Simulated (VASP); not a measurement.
# SrCl2 (Imm2) in VASP: further runs

The runs below take SrCl2 through single point, with PBE.

Program: VASP 6.6.1. These are calculated values, not measurements. Logs are shortened: lines on timing, memory, paths and dates and some standing lists are left out, and cuts for length are marked.

## (1) The cell of the first run

It takes space group Imm2 (No. 44, orthorhombic). The conventional cell has a = 4.929 Å, b = 6.971 Å, c = 4.929 Å, α = 90.00°, β = 90.00°, γ = 90.00°. Within 3.9 Å of Sr (site symmetry mm2) lie 8 Cl at 2.94 to 3.10 Å. Cl (site symmetry m) has 4 Sr at 2.94 to 3.10 Å and 6 Cl at 3.49 Å within 3.9 Å.

## (2) Single point, PBE (all Cl atoms moved -0.100 Å, as atom 2 along Cartesian [1 -1 0])

The input, INCAR:

```
  PREC = Accurate
  ENCUT = 520
  EDIFF = 1E-6
  ISMEAR = 0
  SIGMA = 0.05
  LREAL = F
  LASPH = T
  NELM = 80
  ALGO = Normal
  ISIF = 2
  LWAVE = F
  LCHARG = T
  GGA = PE
  LELF = T
  LVHAR = T
  NBANDS = 19
```

The input, KPOINTS:

```
regular mesh
0
Gamma
  6 6 6
```

The input, POSCAR:

```
SrCl2
1.0
    0.0000000000      3.4855000000      3.4855000000
    3.4855000000      0.0000000000      3.4855000000
    3.4855000000      3.4855000000      0.0000000000
Sr Cl
1 2
Direct
    0.0000000000      0.0000000000      0.0000000000
    0.2702870974      0.2297129026      0.2500000000
    0.7702870974      0.7297129026      0.7500000000
```

Potentials or basis: VASP PAW PBE potentials, release 64 (Sr_sv, Cl).

On the command line:

```console
$ cat potpaw_PBE.64/Sr_sv/POTCAR potpaw_PBE.64/Cl/POTCAR > POTCAR
$ mpirun -np 1 vasp_std > vasp.out
```

OUTCAR:

```text
PREC = Accurate
   ENCUT = 520
   EDIFF = 1E-6
   ISMEAR = 0
   LREAL = F
   LASPH = T
   NELM = 80
   ISIF = 2
   GGA = PE

 ion  position               nearest neighbor table
   1  0.000  0.000  0.000-   3 2.94   2 2.94   2 3.02   3 3.02   2 3.02   3 3.02   2 3.10   3 3.10

   2  0.270  0.230  0.250-   1 2.94   1 3.02   1 3.02   1 3.10
   3  0.770  0.730  0.750-   1 2.94   1 3.02   1 3.02   1 3.10

  LATTYP: Found a face centered cubic cell.
 ALAT       =     6.9710000000

  Lattice vectors:

 A1 = (   0.0000000000,   3.4855000000,   3.4855000000)
 A2 = (   3.4855000000,   0.0000000000,   3.4855000000)
 A3 = (   3.4855000000,   3.4855000000,   0.0000000000)

Analysis of symmetry for initial positions (statically):
=====================================================================
 Subroutine PRICEL returns:
 Original cell was already a primitive cell.

 Routine SETGRP: Setting up the symmetry group for a
 face centered cubic supercell.

 Subroutine GETGRP returns: Found  4 space group operations
 (whereof  4 operations were pure point group operations)
 out of a pool of 48 trial point group operations.

The static configuration has the point symmetry C_2v.

Analysis of symmetry for dynamics (positions and initial velocities):
=====================================================================
 Subroutine PRICEL returns:
 Original cell was already a primitive cell.

 Routine SETGRP: Setting up the symmetry group for a
 face centered cubic supercell.

 Subroutine GETGRP returns: Found  4 space group operations
 (whereof  4 operations were pure point group operations)
 out of a pool of 48 trial point group operations.

The dynamic configuration has the point symmetry C_2v.

 Subroutine INISYM returns: Found  4 space group operations
 (whereof  4 operations are pure point group operations),
 and found     1 'primitive' translations

----------------------------------------------------------------------------------------

                                     Primitive cell

  volume of cell :      84.6887

  direct lattice vectors                    reciprocal lattice vectors
     0.000000000  3.485500000  3.485500000    -0.143451442  0.143451442  0.143451442
     3.485500000  0.000000000  3.485500000     0.143451442 -0.143451442  0.143451442
     3.485500000  3.485500000  0.000000000     0.143451442  0.143451442 -0.143451442

  length of vectors
     4.929241372  4.929241372  4.929241372     0.248465185  0.248465185  0.248465185

  position of ions in fractional coordinates (direct lattice)
     0.000000000  0.000000000  0.000000000
     0.270287097  0.229712903  0.250000000
     0.770287097  0.729712903  0.750000000

  ion indices of the primitive-cell ions
   primitive index   ion index
                 1           1
                 2           2
                 3           3

----------------------------------------------------------------------------------------

 KPOINTS: regular mesh

Automatic generation of k-mesh.
 Grid dimensions read from file:
 generate k-points for:    6    6    6

 Generating k-lattice:

  Cartesian coordinates                     Fractional coordinates (reciprocal lattice)
    -0.023908574  0.023908574  0.023908574     0.166666667  0.000000000  0.000000000
     0.023908574 -0.023908574  0.023908574     0.000000000  0.166666667  0.000000000
     0.023908574  0.023908574 -0.023908574     0.000000000  0.000000000  0.166666667

  Length of vectors
     0.041410864  0.041410864  0.041410864

  Shift w.r.t. Gamma in fractional coordinates (k-lattice)
     0.000000000  0.000000000  0.000000000

 Subroutine IBZKPT returns following result:
 ===========================================

 Found     46 irreducible k-points:

 Following reciprocal coordinates:
            Coordinates               Weight
  0.000000  0.000000  0.000000      1.000000
  0.166667  0.000000  0.000000      4.000000
  0.000000  0.000000  0.166667      4.000000
  0.333333  0.000000  0.000000      4.000000
  0.000000  0.000000  0.333333      4.000000
  0.500000  0.000000  0.000000      2.000000
[... 16 lines left out ...]
  0.000000 -0.166667  0.166667      8.000000
  0.166667  0.166667  0.333333      2.000000
 [... further k-points ...]
   k-points           NKPTS =     46   k-points in BZ     NKDIM =     46   number of bands    NBANDS=     19
   number of dos      NEDOS =    301   number of ions     NIONS =      3
   total plane-waves  NPLWV =  64000
   dimension x,y,z NGX =    40 NGY =   40 NGZ =   40
   dimension x,y,z NGXF=    80 NGYF=   80 NGZF=   80
   ions per type =               1   2
   NGX,Y,Z   is equivalent  to a cutoff of  13.49, 13.49, 13.49 a.u.
   NGXF,Y,Z  is equivalent  to a cutoff of  26.98, 26.98, 26.98 a.u.
 SYSTEM =  unknown system
   PREC   = accura    normal or accurate (medium, high low for compatibility)
   ISTART =      0    job   : 0-new  1-cont  2-samecut
   ICHARG =      2    charge: 1-file 2-atom 10-const
   ISPIN  =      1    spin polarized calculation?
   LNONCOLLINEAR =      F non collinear calculations
   LSORBIT =      F    spin-orbit coupling
   LASPH  =      T    aspherical Exc in radial PAW
   ENCUT  =  520.0 eV  38.22 Ry    6.18 a.u.   9.17  9.17  9.17*2*pi/ulx,y,z
   NELM   =     80;   NELMIN=  2; NELMDL= -5     # of ELM steps
   EDIFF  = 0.1E-05   stopping-criterion for ELM
   LREAL  =      F    real-space projection
   EDIFFG = 0.1E-04   stopping-criterion for IOM
   NSW    =      0    number of steps for IOM
   IBRION =     -1    ionic relax: 0-MD 1-quasi-New 2-CG
   NFREE  =      0    steps in history (QN), initial steepest desc. (CG)
   ISIF   =      2    stress and relaxation
   ISYM   =      2    0-nonsym 1-usesym 2-fastsym
   POTIM  = 0.5000    time-step for ionic-motion
   TEBEG  =    0.0;   TEEND  =   0.0 temperature during run
   PSTRESS=    0.0 pullay stress
   NELECT =      24.0000    total number of electrons
   NUPDOWN=      -1.0000    fix difference up-down
   EMIN   =  10.00;   EMAX   =-10.00  energy-range for DOS
   EFERMI =   0.00;   METHOD = LEGACY
   ISMEAR =     0;   SIGMA  =   0.05  broadening in eV -4-tet -1-fermi 0-gaus
   EFERMI_NEDOS =   21; number of points for ismear=-14 and -15
   IALGO  =     38    algorithm
   IMIX   =      4    mixing-type and parameters
     AMIX     =   0.40;   BMIX     =  1.00
     AMIX_MAG =   1.60;   BMIX_MAG =  1.00
  volume/ion in A,a.u.               =      28.23       190.50
  Fermi-wavevector in a.u.,A,eV,Ry     =   1.075318  2.032056 15.732530  1.156308
  Thomas-Fermi vector in A             =   2.211171
   LORBIT       =      0    0 simple, 1 ext, 2 COOP (PROOUT), +10 PAW based schemes
   GGA     = PE    functional components
   LHFCALC =     F    Hartree Fock is set to
   AEXX    =    0.0000 exact exchange contribution
   IVDW    =     0    specifies the selected vdW correction
   LEPSILON=     F    determine dielectric tensor
   LRPA    =     F    only Hartree local field effects (RPA)
 non-spin polarized calculation
 Gauss-broadening in eV      SIGMA  =   0.05
  energy-cutoff  :      520.00
  volume of cell :       84.69
 maximum number of plane-waves:      2301
 NGX is ok and might be reduce to    40
   NGX = 19   NGY = 19   NGZ = 19

 number of electron      24.0000000 magnetization

 Free energy of the ion-electron system (eV)
  ---------------------------------------------------
  ext. energy  EPLUGINS =         0.00000000
  ---------------------------------------------------
  free energy    TOTEN  =       -12.76683683 eV

  energy without entropy =      -12.76683683  energy(sigma->0) =      -12.76683683

 E-fermi :   0.5151     XC(G=0):  -8.2920

 val. band max:        0.1768030357   @ k =   0.5000   0.5000   0.0000
 cond. band min:       5.5135478498   @ k =   0.0000   0.0000   0.0000
 fundamental gap:      5.3367448141
 Fermi energy:         0.5151334492

 k-point     1 :       0.0000    0.0000    0.0000
  band No.  band energies     occupation
      1     -32.7031      2.00000
      2     -14.7046      2.00000
      3     -14.6985      2.00000
      4     -14.6972      2.00000
      5     -13.1414      2.00000
      6     -12.2945      2.00000
[... 11 lines left out ...]
     18       9.2073      0.00000
     19       9.5199      0.00000

 k-point     2 :       0.1667    0.0000    0.0000
  band No.  band energies     occupation
      1     -32.7023      2.00000
      2     -14.7935      2.00000
      3     -14.7032      2.00000
      4     -14.7008      2.00000
      5     -12.9895      2.00000
      6     -12.3499      2.00000
[... 11 lines left out ...]
     18       8.9271      0.00000
     19       9.9895      0.00000

 k-point     3 :       0.0000    0.0000    0.1667
  band No.  band energies     occupation
      1     -32.7023      2.00000
      2     -14.7903      2.00000
      3     -14.7057      2.00000
      4     -14.7016      2.00000
      5     -12.9895      2.00000
      6     -12.3498      2.00000
[... 11 lines left out ...]
     18       8.9188      0.00000
     19       9.9030      0.00000

 k-point     4 :       0.3333    0.0000    0.0000
  band No.  band energies     occupation
      1     -32.7007      2.00000
      2     -14.9350      2.00000
      3     -14.7110      2.00000
      4     -14.7078      2.00000
      5     -12.7754      2.00000
      6     -12.3992      2.00000
[... 407 lines left out ...]
     18       9.0770      0.00000
     19      10.1179      0.00000

 k-point    23 :       0.0000   -0.1667    0.1667
  band No.  band energies     occupation
      1     -32.7012      2.00000
      2     -14.8697      2.00000
      3     -14.7368      2.00000
      4     -14.7051      2.00000
      5     -12.8061      2.00000
      6     -12.4139      2.00000
[... 11 lines left out ...]
     18       9.0743      0.00000
     19      10.0322      0.00000

 k-point    24 :       0.1667    0.1667    0.3333
  band No.  band energies     occupation
      1     -32.7012      2.00000
      2     -14.8666      2.00000
      3     -14.7367      2.00000
      4     -14.7075      2.00000
      5     -12.8063      2.00000
      6     -12.4148      2.00000
[... 11 lines left out ...]
     18       9.1118      0.00000
     19       9.9132      0.00000

 [... further k-points ...]

------------------------ aborting loop because EDIFF is reached ----------------------------------------

  FORCE on cell =-STRESS in cart. coord.  units (eV):
  Direction    XX          YY          ZZ          XY          YZ          ZX
  --------------------------------------------------------------------------------------
  -------------------------------------------------------------------------------------
  Total        0.6743115      0.6743115      0.6927274     -0.0648255      0.0000000      0.0000000
  in kB       12.7569218     12.7569218     13.1053219     -1.2263965      0.0000000      0.0000000
  external PRESSURE =      12.8730551 kB  Pullay stress =       0.0000000 kB

 VOLUME and BASIS-vectors are now :
 -----------------------------------------------------------------------------
  energy-cutoff  :      520.00
  volume of cell :       84.69
      direct lattice vectors                 reciprocal lattice vectors
     0.000000000  3.485500000  3.485500000    -0.143451442  0.143451442  0.143451442
     3.485500000  0.000000000  3.485500000     0.143451442 -0.143451442  0.143451442
     3.485500000  3.485500000  0.000000000     0.143451442  0.143451442 -0.143451442

 POSITION                                       TOTAL-FORCE (eV/Angst)
 -----------------------------------------------------------------------------------
      0.00000      0.00000      0.00000        -0.199339      0.199339      0.000000
      1.67204      1.81346      1.74275         0.099669     -0.099669     -0.026490
      5.15754      5.29896      5.22825         0.099669     -0.099669      0.026490
 -----------------------------------------------------------------------------------
    total drift:                               -0.000123      0.000123      0.000000

  FREE ENERGIE OF THE ION-ELECTRON SYSTEM (eV)
  ---------------------------------------------------
  free  energy   TOTEN  =       -12.7668368276 eV

  energy  without entropy=      -12.7668368276  energy(sigma->0) =      -12.76683683
```

Run time: 100 s. Hardware: 1 thread of Intel Xeon Platinum 8259CL at 2.50GHz (Skylake/Cascade Lake), shared host; peak memory 0.27 GiB.

Results:

- Free energy: -12.7668 eV
- Pressure: 1.3 GPa
- Largest force: 0.282 eV/Å
- Band gap on the k mesh: 5.34 eV (least direct gap 5.50 eV)

Forces on the atoms (eV/Å):
```
Sr  -0.199  0.199  0.000
Cl   0.100 -0.100 -0.026
Cl   0.100 -0.100  0.026
```

Caveat: the cell differs from its parent crystal (all Cl atoms moved -0.100 Å, as atom 2 along Cartesian [1 -1 0]). A k mesh can miss the band edges.

## (3) Single point, PBE (all Cl atoms moved +0.075 Å, as atom 2 along Cartesian [1 -1 0])

The input, INCAR:

```
PREC = Accurate ; ENCUT = 520
EDIFF = 1E-6 ; ISMEAR = 0
SIGMA = 0.05 ; LREAL = F
LASPH = T ; NELM = 60
ALGO = Normal ; ISIF = 2
LWAVE = F ; LCHARG = F
GGA = PE ; NBANDS = 19
```

The input, KPOINTS:

```
Automatic mesh
0
Gamma
  6 6 6
```

The input, POSCAR:

```
SrCl2
1.0
    0.0000000000      3.4855000000      3.4855000000
    3.4855000000      0.0000000000      3.4855000000
    3.4855000000      3.4855000000      0.0000000000
Sr Cl
1 2
Direct
    0.0000000000      0.0000000000      0.0000000000
    0.2347846769      0.2652153231      0.2500000000
    0.7347846769      0.7652153231      0.7500000000
```

Potentials or basis: VASP PAW PBE potentials, release 64 (Sr_sv, Cl).

On the command line:

```console
$ cat potpaw_PBE.64/Sr_sv/POTCAR potpaw_PBE.64/Cl/POTCAR > POTCAR
$ mpirun -np 1 vasp_std > vasp.out
```

Wall time 77 s (1 thread of Intel Xeon Platinum 8259CL at 2.50GHz (Skylake/Cascade Lake), shared host); peak memory 0.27 GiB.

It converged, with:

| Item | Value |
| --- | --- |
| Free energy | -12.7730 eV |
| Pressure | 1.2 GPa |
| Largest force | 0.210 eV/Å |
| Band gap on the k mesh | 5.34 eV (least direct gap 5.50 eV) |

Forces in eV/Å, atoms in the order of the input:
```
Sr   0.148 -0.148  0.000
Cl  -0.074  0.074 -0.015
Cl  -0.074  0.074  0.015
```

Stress tensor (GPa, compression positive):
```
 1.23 -0.07  0.00
-0.07  1.23  0.00
 0.00  0.00  1.25
```

Levels at points of the mesh, in eV from the valence-band top:
```csv
k point,band 10,band 11,band 12,band 13,band 14,band 15
"(0.00, 0.00, 0.00)",-0.35,-0.34,-0.34,5.34,6.09,6.11
"(0.50, 0.00, 0.00)",-1.32,-1.06,-1.06,6.71,6.71,7.42
"(0.00, 0.00, 0.50)",-1.32,-1.06,-1.06,6.71,6.71,7.51
"(0.50, 0.50, 0.00)",-0.42,-0.41,0.00,5.50,7.04,7.59
"(0.00, 0.50, 0.50)",-0.42,-0.41,0.00,5.50,7.05,7.59
```

Caveat: the cell differs from its parent crystal (all Cl atoms moved +0.075 Å, as atom 2 along Cartesian [1 -1 0]). A k mesh can miss the band edges.

(Continued in part 2 of 2.)
